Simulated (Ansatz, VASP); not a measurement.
**Two plane-wave programs on CdTe**

File INCAR:

```
  PREC = Accurate
  ENCUT = 520
  EDIFF = 1E-7
  ISMEAR = 0
  SIGMA = 0.05
  LREAL = F
  LASPH = T
  NELM = 80
  ALGO = Normal
  ISIF = 2
  LWAVE = F
  LCHARG = F
  GGA = B5
  ALDAX = 1.0
  AGGAX = 1.0
  AGGAC = 1.0
  ALDAC = 0.0
  NBANDS = 16
```

Contents of KPOINTS:

```
Automatic mesh
0
Gamma
  6 6 6
```

File POSCAR:

```
CdTe
1.0
    0.0000000000      3.3587781406      3.3587781406
    3.3587781406      0.0000000000      3.3587781406
    3.3587781406      3.3587781406      0.0000000000
Cd Te
1 1
Direct
    0.0000000000      0.0000000000      0.0000000000
    0.2500000000      0.2500000000      0.2500000000
```

Input for Ansatz:

```yaml
crystal:
  lattice:
    - [0.0, 3.3587781406, 3.3587781406]
    - [3.3587781406, 0.0, 3.3587781406]
    - [3.3587781406, 3.3587781406, 0.0]
  atoms:
    - { symbol: Cd, position: [0.0, 0.0, 0.0] }
    - { symbol: Te, position: [0.25, 0.25, 0.25] }
basis:
  ecutwfc: 420
  ecutrho_ratio: 4
kpoints:
  mp_grid: { grid: [6, 6, 6] }
hamiltonian:
  xc: blyp
scf:
  occupations: { method: gaussian, width: 0.05 }
output:
  forces: true
  stress: true
  eigenvalues: true
```

Alike in both runs: task single point; functional BLYP; k mesh 6 × 6 × 6; occupations gaussian, width 0.05 eV; no spin polarisation.

|  | VASP | Ansatz |
| --- | --- | --- |
| version | VASP 6.6.1 | Ansatz 0.2.0 |
| potentials or method | VASP PAW PBE potentials, release 64 (Cd, Te), cutoff 520 eV | scalar-relativistic, plane waves, PAW |
| valence electrons in the cell | 18 | 36 |

Ansatz gave:

| Property | Result |
| --- | --- |
| gap on the k mesh at the Fermi level (eV) | 0.34 |
| least direct gap on the mesh (eV) | 0.34 |
| pressure (GPa) | 0.6 |

**Question.** What did VASP give for the same quantities?

**Answer.** gap on the k mesh at the Fermi level (eV): 0.37; least direct gap on the mesh (eV): 0.37; pressure (GPa): 0.8.

VASP's potentials were made for PBE, not for BLYP. VASP's potentials hold 18 valence electrons a cell and Ansatz's 36, so a difference there can come from the potentials and not from the codes.

Spin-orbit coupling is off throughout.
